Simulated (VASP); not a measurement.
A run of VASP 6.6.1 is set up as follows.

The input INCAR:

```
ALGO     = Normal         # electronic algorithm
EDIFF    = 1E-6           # SCF threshold, eV
ENCUT    = 600            # plane-wave cutoff, eV
GGA      = PS             # functional
GGA_COMPAT= F            
ISIF     = 2              # what is computed and relaxed
ISMEAR   = -1             # smearing method
LASPH    = T              # aspherical terms in the spheres
LCHARG   = T              # write CHGCAR
LELF     = T              # ELF
LREAL    = F              # projectors in reciprocal space
LVHAR    = T            
LWAVE    = F              # write WAVECAR
NBANDS   = 11             # bands
NELM     = 120            # most SCF steps
PREC     = Accurate       # precision mode
SIGMA    = 0.02           # smearing width, eV
```

The input KPOINTS:

```
k-points
0
Gamma
  8 8 8
```

The input POSCAR:

```
AlN
1.0
   -0.0328166667      1.9525916667      1.9525916667
    1.9525916667     -0.0328166667      1.9525916667
    1.9525916667      1.9525916667     -0.0328166667
Al N
1 1
Direct
    0.0000000000      0.0000000000      0.0000000000
    0.5000000000      0.5000000000      0.5000000000
```

Potentials or basis: VASP PAW PBE potentials, release 64 (Al, N).

Launch:

```bash
$ cat potpaw_PBE.64/Al/POTCAR potpaw_PBE.64/N/POTCAR > POTCAR
$ mpirun -np 1 vasp_std > vasp.out
```

Task: Predict the band gap on the k mesh.

Result: 4.59 eV (least direct gap 6.58 eV).

Task: What does it give for the pressure?

Result: 24.8 GPa.

Stress tensor (GPa, compression positive):
```
24.77  5.66  5.66
 5.66 24.77  5.66
 5.66  5.66 24.77
```

Caveat: the cell stands under pressure; the PAW data sets were made with another functional, which shifts forces and pressure a little. A k mesh can miss the band edges.
